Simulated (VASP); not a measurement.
ZrB:

```
Zr B
1.0
     0.00000    2.32500    2.32500
     2.32500    0.00000    2.32500
     2.32500    2.32500    0.00000
Zr B
1 1
Direct
  0.00000 0.00000 0.00000
  0.50000 0.50000 0.50000
```

- Program: VASP 6.6.1
- Task: relaxation of cell and atoms
- Functional: PBEsol
- Dispersion: D3(BJ)
- Potentials or basis: VASP PAW PBE potentials, release 64 (Zr_sv, B)
- Cutoff: 600 eV
- k mesh: 10 × 10 × 10
- Occupations: fermi-dirac, width 0.05 eV
- Spin: no spin polarisation

At the start: pressure 23.7 GPa; volume 12.57 Å³/atom.

Question: How do energy, volume and symmetry change on relaxing?

Answer: Over 4 steps the energy falls by 97.2 meV/atom and the volume is 14.01 Å³/atom (+11.5 %); space group Fm-3m (No. 225, to 0.05 Å).

Step by step:
| step | energy change (eV) | largest force (eV/Å) | pressure (GPa) | volume (Å³) |
| --- | --- | --- | --- | --- |
| 1 | 0.0000 | 0.0000 | 23.69 | 25.14 |
| 2 | 0.1207 | 0.0000 | -19.75 | 32.52 |
| 3 | -0.1942 | 0.0000 | -0.66 | 28.11 |
| 4 | -0.1944 | 0.0000 | -0.07 | 28.02 |

Final structure:
```
Zr B
1.0
     0.00000    2.41066    2.41066
     2.41066    0.00000    2.41066
     2.41066    2.41066    0.00000
Zr B
1 1
Direct
  0.00000 0.00000 0.00000
  0.50000 0.50000 0.50000
```

Caveat: the PAW data sets were made with another functional, which shifts forces and pressure a little; the volume moved by +11 % from the deposited cell, more than functionals usually miss; pairwise dispersion overbinds metals, which lowers pressure and volume.
